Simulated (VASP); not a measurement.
Set up this calculation in VASP 6.6.1, as the native input.

* Task: relaxation of cell and atoms
* Functional: PBE
* Potentials or basis: VASP PAW PBE potentials, release 64 (Ni, O)
* Cutoff: 600 eV
* k mesh: 10 × 10 × 10
* Occupations: gaussian, width 0.05 eV
* Spin: collinear spin, antiferromagnetic start
* Starting moments: [1.52, -1.52, 0.0, 0.0] μB
* Dipole correction: no
* Further INCAR settings: ALGO = Normal; EDIFF = 1e-06; IBRION = 2; EDIFFG = -0.01; NSW = 50; ISIF = 3

The structure of NiO lies in POSCAR:

```
NiO
1.0
   -2.1084194085     -2.1084194085      4.2168388170
   -4.2168388170     -2.1084194085      2.1084194085
   -2.1084194085     -4.2168388170      2.1084194085
Ni O
2 2
Direct
    0.0000000000      0.0000000000      0.0000000000
    0.5000000000      0.5000000000      0.5000000000
    1.2500000000     -0.7500000000     -0.7500000000
    1.7500000000     -0.2500000000     -0.2500000000
```

The input as run:

INCAR

```
SYSTEM = NiO
PREC     = Accurate       ! precision mode
ENCUT    = 600            ! plane-wave cutoff, eV
EDIFF    = 1E-6           ! SCF threshold, eV
ISMEAR   = 0              ! smearing method
SIGMA    = 0.05           ! smearing width, eV
LREAL    = .False.        ! projectors in reciprocal space
LASPH    = .True.         ! aspherical terms in the spheres
NELM     = 150            ! most SCF steps
ALGO     = Normal         ! electronic algorithm
ISIF     = 3              ! what is computed and relaxed
LWAVE    = .False.        ! write WAVECAR
LCHARG   = .False.        ! write CHGCAR
ISPIN    = 2              ! spin polarisation
MAGMOM   = 1.52 -1.52 0 0 ! initial moments
LORBIT   = 11             ! projections on sites
LMAXMIX  = 4              ! l up to which the mixer works
GGA      = PE             ! functional
IBRION   = 2              ! ionic algorithm
NSW      = 50             ! ionic steps
EDIFFG   = -0.01          ! ionic threshold
```

KPOINTS

```
Automatic mesh
0
Gamma
  10 10 10
  0 0 0
```

Potentials or basis: VASP PAW PBE potentials, release 64 (Ni, O).

Launch:

```sh
$ cat potpaw_PBE.64/Ni/POTCAR potpaw_PBE.64/O/POTCAR > POTCAR
$ mpirun -np 1 vasp_std > vasp.out
```

Results of the run:

```json
{"Relaxed volume": "9.19 Å³/atom", "Relaxed cell": "a = 5.122 Å, b = 5.122 Å, c = 5.122 Å, α = 33.64°, β = 33.64°, γ = 33.64°", "Space group after relaxing (to 0.1 Å)": "Fm-3m (No. 225)", "Energy gained by relaxing": "2.1 meV/atom", "Ionic steps": "5", "Pressure after relaxing": "0.1 GPa", "Band gap on the k mesh": "0.93 eV", "Net moment": "0.00 μB per cell", "Site moments": "Ni +1.35, -1.35; O +0.00 μB", "Valence electrons inside the program's atomic spheres": "Ni 8.98; O 4.97"}
```

It took 30 min on 1 thread of Oxide Virtual Turin-like Processor, with other jobs on the host, peak memory 0.4 GiB.
